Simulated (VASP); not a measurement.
Write the native input for VASP 6.6.1 that does the following.

```yaml
Task: relaxation of cell and atoms
Functional: PBE
Potentials_or_basis: VASP PAW PBE potentials, release 64 (Y_sv)
Cutoff: 600 eV
k_mesh: 6 × 6 × 6
Occupations: methfessel-paxton, width 0.1 eV
Spin: no spin polarisation
Target_pressure: 45 GPa
Dipole_correction: no
Further_INCAR_settings: ALGO = Normal; EDIFF = 1e-06; IBRION = 2; EDIFFG = -0.02; NSW = 80; ISIF = 3
```

The structure of Y lies in POSCAR:

```
Y
1.0
    3.3100000000      0.0000000000      0.0000000000
    0.0000000000      3.3100000000      0.0000000000
    0.0000000000      0.0000000000      3.3100000000
Y
1
Direct
    0.0000000000      0.0000000000      0.0000000000
```

One way to write it, as run:

INCAR

```
ALGO     = Normal         # electronic algorithm
EDIFF    = 1E-6           # SCF threshold, eV
EDIFFG   = -0.02          # ionic threshold
ENCUT    = 600            # plane-wave cutoff, eV
GGA      = PE             # functional
IBRION   = 2              # ionic algorithm
ISIF     = 3              # what is computed and relaxed
ISMEAR   = 1              # smearing method
LASPH    = T              # aspherical terms in the spheres
LCHARG   = F              # write CHGCAR
LREAL    = F              # projectors in reciprocal space
LWAVE    = F              # write WAVECAR
NELM     = 80             # most SCF steps
NSW      = 80             # ionic steps
PREC     = Accurate       # precision mode
PSTRESS  = 450.0        
SIGMA    = 0.1            # smearing width, eV
```

KPOINTS

```
k-points
0
Gamma
  6 6 6
```

Potentials or basis: VASP PAW PBE potentials, release 64 (Y_sv).

Command:

```bash
$ cat potpaw_PBE.64/Y_sv/POTCAR > POTCAR
$ mpirun -np 1 vasp_std > vasp.out
```

Results of the run:

The relaxed volume is 19.04 Å³/atom, the relaxed cell is a = 2.670 Å, b = 2.670 Å, c = 2.670 Å, α = 90.00°, β = 90.00°, γ = 90.00° and the space group after relaxing (to 0.05 Å) is Pm-3m (No. 221). The energy change on relaxing (the enthalpy is what falls) is +1360.7 meV/atom. The ionic steps are 9. The pressure after relaxing is 45.0 GPa.

Caveat: the cell is relaxed towards a set pressure, so the enthalpy falls and the energy may rise; the volume moved by over 15 % at a fixed basis, so the end points are rough.

Run time: 85 s on 1 thread of Intel(R) Xeon(R) Platinum 8488C (Sapphire Rapids), on a shared host, peak memory 0.3 GiB.
